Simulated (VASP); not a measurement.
# Fe (Im-3m) in VASP: notebook, part 2 of 2

VASP 6.6.1. Earlier steps stand in the parts before.

## Step 4: Single point, PBE (volume scaled by 0.68)

INCAR reads:

```
PREC     = Accurate       # precision mode
ENCUT    = 520            # plane-wave cutoff, eV
EDIFF    = 1E-6           # SCF threshold, eV
ISMEAR   = -1             # smearing method
SIGMA    = 0.1            # smearing width, eV
LREAL    = F              # projectors in reciprocal space
LASPH    = T              # aspherical terms in the spheres
NELM     = 60             # most SCF steps
ALGO     = Normal         # electronic algorithm
ISIF     = 2              # what is computed and relaxed
LWAVE    = F              # write WAVECAR
LCHARG   = F              # write CHGCAR
GGA      = PE             # functional
NBANDS   = 10             # bands
```

KPOINTS reads:

```
regular mesh
0
Gamma
  21 21 21
```

POSCAR reads:

```
Fe
1.0
   -1.2143512485      1.2143512485      1.2143512485
    1.2143512485     -1.2143512485      1.2143512485
    1.2143512485      1.2143512485     -1.2143512485
Fe
1
Direct
    0.0000000000      0.0000000000      0.0000000000
```

Potentials or basis: VASP PAW PBE potentials, release 64 (Fe).

On the command line:

```sh
cat potpaw_PBE.64/Fe/POTCAR > POTCAR
mpirun -np 1 vasp_std > vasp.out
```

OUTCAR:

```text
PREC = Accurate
   ENCUT = 520
   EDIFF = 1E-6
   ISMEAR = -1
   LREAL = F
   LASPH = T
   NELM = 60
   ISIF = 2
   GGA = PE

 ion  position               nearest neighbor table
   1  0.000  0.000  0.000-

  LATTYP: Found a body centered cubic cell.
 ALAT       =     2.4287024970

  Lattice vectors:

 A1 = (  -1.2143512485,   1.2143512485,   1.2143512485)
 A2 = (   1.2143512485,  -1.2143512485,   1.2143512485)
 A3 = (   1.2143512485,   1.2143512485,  -1.2143512485)

Analysis of symmetry for initial positions (statically):
=====================================================================
 Subroutine PRICEL returns:
 Original cell was already a primitive cell.

 Routine SETGRP: Setting up the symmetry group for a
 body centered cubic supercell.

 Subroutine GETGRP returns: Found 48 space group operations
 (whereof 48 operations were pure point group operations)
 out of a pool of 48 trial point group operations.

The static configuration has the point symmetry O_h .

Analysis of symmetry for dynamics (positions and initial velocities):
=====================================================================
 Subroutine PRICEL returns:
 Original cell was already a primitive cell.

 Routine SETGRP: Setting up the symmetry group for a
 body centered cubic supercell.

 Subroutine GETGRP returns: Found 48 space group operations
 (whereof 48 operations were pure point group operations)
 out of a pool of 48 trial point group operations.

The dynamic configuration has the point symmetry O_h .

 Subroutine INISYM returns: Found 48 space group operations
 (whereof 48 operations are pure point group operations),
 and found     1 'primitive' translations

----------------------------------------------------------------------------------------

                                     Primitive cell

  volume of cell :       7.1630

  direct lattice vectors                    reciprocal lattice vectors
    -1.214351249  1.214351249  1.214351249     0.000000000  0.411742484  0.411742484
     1.214351249 -1.214351249  1.214351249     0.411742484  0.000000000  0.411742484
     1.214351249  1.214351249 -1.214351249     0.411742484  0.411742484  0.000000000

  length of vectors
     2.103318061  2.103318061  2.103318061     0.582291806  0.582291806  0.582291806

  position of ions in fractional coordinates (direct lattice)
     0.000000000  0.000000000  0.000000000

  ion indices of the primitive-cell ions
   primitive index   ion index
                 1           1

----------------------------------------------------------------------------------------

 KPOINTS: regular mesh

Automatic generation of k-mesh.
 Grid dimensions read from file:
 generate k-points for:   21   21   21

 Generating k-lattice:

  Cartesian coordinates                     Fractional coordinates (reciprocal lattice)
     0.000000000  0.019606785  0.019606785     0.047619048  0.000000000  0.000000000
     0.019606785  0.000000000  0.019606785     0.000000000  0.047619048  0.000000000
     0.019606785  0.019606785  0.000000000     0.000000000  0.000000000  0.047619048

  Length of vectors
     0.027728181  0.027728181  0.027728181

  Shift w.r.t. Gamma in fractional coordinates (k-lattice)
     0.000000000  0.000000000  0.000000000

 Subroutine IBZKPT returns following result:
 ===========================================

 Found    286 irreducible k-points:

 Following reciprocal coordinates:
            Coordinates               Weight
  0.000000  0.000000  0.000000      1.000000
  0.047619  0.000000  0.000000     12.000000
  0.095238  0.000000  0.000000     12.000000
  0.142857  0.000000  0.000000     12.000000
  0.190476  0.000000  0.000000     12.000000
  0.238095  0.000000  0.000000     12.000000
[... 16 lines left out ...]
  0.142857  0.095238  0.000000     48.000000
  0.190476  0.095238  0.000000     48.000000
 [... further k-points ...]
   k-points           NKPTS =    286   k-points in BZ     NKDIM =    286   number of bands    NBANDS=     10
   number of dos      NEDOS =    301   number of ions     NIONS =      1
   total plane-waves  NPLWV =   4096
   dimension x,y,z NGX =    16 NGY =   16 NGZ =   16
   dimension x,y,z NGXF=    32 NGYF=   32 NGZF=   32
   ions per type =               1
   NGX,Y,Z   is equivalent  to a cutoff of  12.65, 12.65, 12.65 a.u.
   NGXF,Y,Z  is equivalent  to a cutoff of  25.29, 25.29, 25.29 a.u.
 SYSTEM =  unknown system
   PREC   = accura    normal or accurate (medium, high low for compatibility)
   ISTART =      0    job   : 0-new  1-cont  2-samecut
   ICHARG =      2    charge: 1-file 2-atom 10-const
   ISPIN  =      1    spin polarized calculation?
   LNONCOLLINEAR =      F non collinear calculations
   LSORBIT =      F    spin-orbit coupling
   LASPH  =      T    aspherical Exc in radial PAW
   ENCUT  =  520.0 eV  38.22 Ry    6.18 a.u.   3.91  3.91  3.91*2*pi/ulx,y,z
   NELM   =     60;   NELMIN=  2; NELMDL= -5     # of ELM steps
   EDIFF  = 0.1E-05   stopping-criterion for ELM
   LREAL  =      F    real-space projection
   EDIFFG = 0.1E-04   stopping-criterion for IOM
   NSW    =      0    number of steps for IOM
   IBRION =     -1    ionic relax: 0-MD 1-quasi-New 2-CG
   NFREE  =      0    steps in history (QN), initial steepest desc. (CG)
   ISIF   =      2    stress and relaxation
   ISYM   =      2    0-nonsym 1-usesym 2-fastsym
   POTIM  = 0.5000    time-step for ionic-motion
   TEBEG  =    0.0;   TEEND  =   0.0 temperature during run
   PSTRESS=    0.0 pullay stress
   NELECT =       8.0000    total number of electrons
   NUPDOWN=      -1.0000    fix difference up-down
   EMIN   =  10.00;   EMAX   =-10.00  energy-range for DOS
   EFERMI =   0.00;   METHOD = LEGACY
   ISMEAR =    -1;   SIGMA  =   0.10  broadening in eV -4-tet -1-fermi 0-gaus
   EFERMI_NEDOS =   21; number of points for ismear=-14 and -15
   IALGO  =     38    algorithm
   IMIX   =      4    mixing-type and parameters
     AMIX     =   0.40;   BMIX     =  1.00
     AMIX_MAG =   1.60;   BMIX_MAG =  1.00
  volume/ion in A,a.u.               =       7.16        48.34
  Fermi-wavevector in a.u.,A,eV,Ry     =   1.698532  3.209761 39.252976  2.885012
  Thomas-Fermi vector in A             =   2.779015
   LORBIT       =      0    0 simple, 1 ext, 2 COOP (PROOUT), +10 PAW based schemes
   GGA     = PE    functional components
[... 5 lines left out ...]
 non-spin polarized calculation
  energy-cutoff  :      520.00
  volume of cell :        7.16
 maximum number of plane-waves:       204
   NGX =  7   NGY =  7   NGZ =  7

 number of electron       7.9999991 magnetization

 Free energy of the ion-electron system (eV)
  ---------------------------------------------------
  ext. energy  EPLUGINS =         0.00000000
  ---------------------------------------------------
  free energy    TOTEN  =        -6.03434528 eV

  energy without entropy =       -5.97520221  energy(sigma->0) =       -6.00477375

 E-fermi :  11.9483     XC(G=0): -15.9660

 val. band max:       11.9477938961   @ k =   0.3810   0.1429   0.0476
 cond. band min:      11.9496447649   @ k =  -0.0952   0.0952   0.0476
 fundamental gap:      0.0018508688
 Fermi energy:        11.9483419601

 k-point     1 :       0.0000    0.0000    0.0000
  band No.  band energies     occupation
      1       0.8002      2.00000
      2       8.8676      2.00000
      3       8.8676      2.00000
      4       8.8676      2.00000
      5      11.7972      1.63840
      6      11.7972      1.63840
      7      41.4625      0.00000
      8      41.4625      0.00000
      9      41.4625      0.00000
     10      50.6431      0.00000

 k-point     2 :       0.0476    0.0000    0.0000
  band No.  band energies     occupation
      1       0.9402      2.00000
      2       8.8103      2.00000
      3       8.8607      2.00000
      4       8.9688      2.00000
      5      11.7314      1.79502
      6      11.8018      1.62483
      7      41.0587      0.00000
      8      41.4042      0.00000
      9      41.5424      0.00000
     10      50.3521      0.00000
[... 274 lines left out ...]
 k-point    24 :       0.1905    0.0952    0.0000
  band No.  band energies     occupation
      1       3.9122      2.00000
      2       7.7601      2.00000
      3       8.2195      2.00000
      4      11.1228      1.99948
      5      11.6038      1.93818
      6      12.1580      0.21888
      7      34.5406      0.00000
      8      37.2794      0.00000
      9      43.2841      0.00000
     10      45.6691      0.00000

 [... further k-points ...]
[... 5 lines left out ...]
  --------------------------------------------------------------------------------------
  -------------------------------------------------------------------------------------
  Total       10.8672996     10.8672996     10.8672996      0.0000000      0.0000000      0.0000000
  in kB     2430.7442031   2430.7442031   2430.7442031      0.0000000      0.0000000      0.0000000
  external PRESSURE =    2430.7442031 kB  Pullay stress =       0.0000000 kB

 VOLUME and BASIS-vectors are now :
 -----------------------------------------------------------------------------
  energy-cutoff  :      520.00
  volume of cell :        7.16
      direct lattice vectors                 reciprocal lattice vectors
    -1.214351249  1.214351249  1.214351249     0.000000000  0.411742484  0.411742484
     1.214351249 -1.214351249  1.214351249     0.411742484  0.000000000  0.411742484
     1.214351249  1.214351249 -1.214351249     0.411742484  0.411742484  0.000000000

 POSITION                                       TOTAL-FORCE (eV/Angst)
 -----------------------------------------------------------------------------------
      0.00000      0.00000      0.00000        -0.000000      0.000000      0.000000
 -----------------------------------------------------------------------------------
    total drift:                                0.000000     -0.000000      0.000000

  FREE ENERGIE OF THE ION-ELECTRON SYSTEM (eV)
  ---------------------------------------------------
  free  energy   TOTEN  =        -6.0343452800 eV

  energy  without entropy=       -5.9752022144  energy(sigma->0) =       -6.00477375
```

It took 13 s on 1 thread of AMD EPYC 7R43 (Zen 3), shared host; peak memory 0.1 GiB.

What came out:

* Free energy: -6.0343 eV
* Pressure: 243.1 GPa
* Band gap on the k mesh: zero (band 4 reaches 13.69 eV, above the bottom of band 5 at 10.07 eV)

Levels at points of the mesh, in eV from the Fermi level:
```
           k point  band 2  band 3  band 4  band 5  band 6  band 7
(0.00, 0.00, 0.00)   -3.08   -3.08   -3.08   -0.15   -0.15   29.51
```

Caveat: the run has no spin polarisation, though such a crystal can be magnetic.

## Step 5: Single point, PBE (volume scaled by 0.68)

INCAR reads:

```
SYSTEM = Fe
PREC     = Accurate       ! precision mode
ENCUT    = 520            ! plane-wave cutoff, eV
EDIFF    = 1E-6           ! SCF threshold, eV
ISMEAR   = -1             ! smearing method
SIGMA    = 0.1            ! smearing width, eV
LREAL    = .False.        ! projectors in reciprocal space
LASPH    = .True.         ! aspherical terms in the spheres
NELM     = 80             ! most SCF steps
ALGO     = Normal         ! electronic algorithm
ISIF     = 2              ! what is computed and relaxed
LWAVE    = .False.        ! write WAVECAR
LCHARG   = .False.        ! write CHGCAR
GGA      = PE             ! functional
NBANDS   = 10             ! bands
```

KPOINTS reads:

```
Automatic mesh
0
Gamma
  21 21 21
  0 0 0
```

POSCAR is that of step 4.

On the command line:

```sh
cat potpaw_PBE.64/Fe/POTCAR > POTCAR
mpirun -np 1 vasp_std > vasp.out
```

Wall time 13 s (1 thread of AMD EPYC 7R43 (Zen 3), shared host); peak memory 0.1 GiB.

It converged, with:

```
Free energy            : -6.0343 eV
Pressure               : 243.1 GPa
Band gap on the k mesh : zero (band 4 reaches 13.69 eV, above the bottom of band 5 at 10.07 eV)
```

Levels at points of the mesh, in eV from the Fermi level:
| k point | band 2 | band 3 | band 4 | band 5 | band 6 | band 7 |
| --- | --- | --- | --- | --- | --- | --- |
| (0.00, 0.00, 0.00) | -3.08 | -3.08 | -3.08 | -0.15 | -0.15 | 29.51 |

Caveat: the run has no spin polarisation, though such a crystal can be magnetic. Spin polarisation is off, so any magnetic state and its effect on volume and gap are missing.

## Step 6: Single point, PBE (volume scaled by 0.78)

INCAR reads:

```
PREC = Accurate
ENCUT = 520
EDIFF = 1E-6
ISMEAR = -1
SIGMA = 0.1
LREAL = False
LASPH = True
NELM = 100
ALGO = Normal
ISIF = 2
LWAVE = False
LCHARG = False
GGA = PE
NBANDS = 10
```

KPOINTS reads:

```
regular mesh
0
Gamma
  21 21 21
```

POSCAR reads:

```
Fe
1.0
   -1.2711775677      1.2711775677      1.2711775677
    1.2711775677     -1.2711775677      1.2711775677
    1.2711775677      1.2711775677     -1.2711775677
Fe
1
Direct
    0.0000000000      0.0000000000      0.0000000000
```

Potentials or basis: VASP PAW PBE potentials, release 64 (Fe).

On the command line:

```sh
cat potpaw_PBE.64/Fe/POTCAR > POTCAR
mpirun -np 1 vasp_std > vasp.out
```

OUTCAR:

```text
PREC = Accurate
   ENCUT = 520
   EDIFF = 1E-6
   ISMEAR = -1
   LREAL = False
   LASPH = True
   NELM = 100
   ISIF = 2
   GGA = PE

 ion  position               nearest neighbor table
   1  0.000  0.000  0.000-

  LATTYP: Found a body centered cubic cell.
 ALAT       =     2.5423551354

  Lattice vectors:

 A1 = (  -1.2711775677,   1.2711775677,   1.2711775677)
 A2 = (   1.2711775677,  -1.2711775677,   1.2711775677)
[... 480 lines left out ...]
  band No.  band energies     occupation
      1       2.3700      2.00000
      2       6.4080      2.00000
      3       6.7450      2.00000
      4       9.1974      1.99689
      5       9.5427      1.90623
      6      10.0210      0.29098
      7      30.4955      0.00000
      8      33.3542      0.00000
      9      39.0293      0.00000
     10      40.3122      0.00000

 [... further k-points ...]
[... 5 lines left out ...]
  --------------------------------------------------------------------------------------
  -------------------------------------------------------------------------------------
  Total        5.8778827      5.8778827      5.8778827      0.0000000     -0.0000000      0.0000000
  in kB     1146.1800598   1146.1800598   1146.1800598      0.0000000     -0.0000000      0.0000000
  external PRESSURE =    1146.1800598 kB  Pullay stress =       0.0000000 kB

 VOLUME and BASIS-vectors are now :
 -----------------------------------------------------------------------------
  energy-cutoff  :      520.00
  volume of cell :        8.22
      direct lattice vectors                 reciprocal lattice vectors
    -1.271177568  1.271177568  1.271177568     0.000000000  0.393336079  0.393336079
     1.271177568 -1.271177568  1.271177568     0.393336079  0.000000000  0.393336079
     1.271177568  1.271177568 -1.271177568     0.393336079  0.393336079  0.000000000

 POSITION                                       TOTAL-FORCE (eV/Angst)
 -----------------------------------------------------------------------------------
      0.00000      0.00000      0.00000         0.000000      0.000000      0.000000
 -----------------------------------------------------------------------------------
    total drift:                               -0.000000      0.000000      0.000000

  FREE ENERGIE OF THE ION-ELECTRON SYSTEM (eV)
  ---------------------------------------------------
  free  energy   TOTEN  =        -7.1667910252 eV

  energy  without entropy=       -7.0939624012  energy(sigma->0) =       -7.13037671
```

stdout:

```text
POSCAR found type information on POSCAR Fe
 POSCAR found :  1 types and       1 ions
 scaLAPACK will be used
 LDA part: xc-table for (Slater+PW92), standard interpolation
 POSCAR, INCAR and KPOINTS ok, starting setup
 FFT: planning ... GRIDC
 FFT: planning ... GRID_SOFT
 FFT: planning ... GRID
 WAVECAR not read
 entering main loop
```

Run time: 14 s. Hardware: 1 thread of AMD EPYC 7R43 (Zen 3), shared host; peak memory 0.09 GiB.

Results:

- Free energy: -7.1668 eV
- Pressure: 114.6 GPa
- Band gap on the k mesh: zero (band 4 reaches 11.27 eV, above the bottom of band 5 at 8.38 eV)

Levels at points of the mesh, in eV from the Fermi level:
```
           k point  band 2  band 3  band 4  band 5  band 6  band 7
(0.00, 0.00, 0.00)   -2.53   -2.53   -2.53   -0.10   -0.10   28.13
```

Caveat: the run has no spin polarisation, though such a crystal can be magnetic.

## Step 7: Overview

| cell | gap on the mesh (eV) | pressure (GPa) |
| --- | --- | --- |
| a = 1.995 Å, angles 109.5°, 1 atom | none | 487.1 |
| a = 2.103 Å, angles 109.5°, 1 atom | none | 243.1 |
| a = 2.202 Å, angles 109.5°, 1 atom | none | 114.6 |

Alike in all rows: task single point; level PBE; potentials or basis VASP PAW PBE potentials, release 64 (Fe); no spin polarisation; k mesh 21 × 21 × 21; cutoff (eV) 520; smearing fermi-dirac 0.1 eV.

Caveats: the run has no spin polarisation, though such a crystal can be magnetic.

Total energies depend on the potentials used, so only differences within one code and one set of settings carry meaning.
